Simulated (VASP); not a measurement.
Set up this calculation in VASP 6.6.1, as the native input.

```yaml
Task: single point
Functional: PBE
Potentials_or_basis: VASP PAW PBE potentials, release 64 (Na_pv, Ge_d, W_sv)
Cutoff: 520 eV
k_mesh: 4 × 4 × 4
Occupations: gaussian, width 0.1 eV
Spin: no spin polarisation
Dipole_correction: no
Further_INCAR_settings: ALGO = Fast; EDIFF = 1e-06; NBANDS = 52
```

The structure of Na4Ge3W lies in POSCAR:

```
Na4Ge3W
1.0
    5.8506627448      0.0000000000      0.0000000000
    0.0000000000      5.8506627448      0.0000000000
    0.0000000000      0.0000000000      5.8506627448
Na Ge W
4 3 1
Direct
    0.5000000000      0.0000000000      0.0000000000
    0.5000000000      0.5000000000      0.5000000000
    0.0000000000      0.0000000000      0.5000000000
    0.0000000000      0.5000000000      0.0000000000
    0.0000000000      0.5000000000      0.5000000000
    0.5000000000      0.0000000000      0.5000000000
    0.5000000000      0.5000000000      0.0000000000
    0.0000000000      0.0000000000      0.0000000000
```

The cell was generated, and may not be a known phase.

These files were run (other wordings do the same):

INCAR

```
SYSTEM = Na4Ge3W
PREC     = Accurate       ! precision mode
ENCUT    = 520            ! plane-wave cutoff, eV
EDIFF    = 1E-6           ! SCF threshold, eV
ISMEAR   = 0              ! smearing method
SIGMA    = 0.1            ! smearing width, eV
LREAL    = .False.        ! projectors in reciprocal space
LASPH    = .True.         ! aspherical terms in the spheres
NELM     = 60             ! most SCF steps
ALGO     = Fast           ! electronic algorithm
ISIF     = 2              ! what is computed and relaxed
LWAVE    = .False.        ! write WAVECAR
LCHARG   = .False.        ! write CHGCAR
GGA      = PE             ! functional
NBANDS   = 52             ! bands
```

KPOINTS

```
Automatic mesh
0
Gamma
  4 4 4
  0 0 0
```

Potentials or basis: VASP PAW PBE potentials, release 64 (Na_pv, Ge_d, W_sv).

Launch:

```bash
$ cat potpaw_PBE.64/Na_pv/POTCAR potpaw_PBE.64/Ge_d/POTCAR potpaw_PBE.64/W_sv/POTCAR > POTCAR
$ mpirun -np 1 vasp_std > vasp.out
```

It gave:

* Pressure: 0.0 GPa
* Band gap on the k mesh: zero (bands 42 and 43 overlap by 0.23 eV)

Caveat: spin-orbit coupling is left out, which moves the levels of the heavy elements.

Wall time 8.9 min on 1 thread of Oxide Virtual Turin-like Processor, with other jobs on the host, peak memory 0.34 GiB.
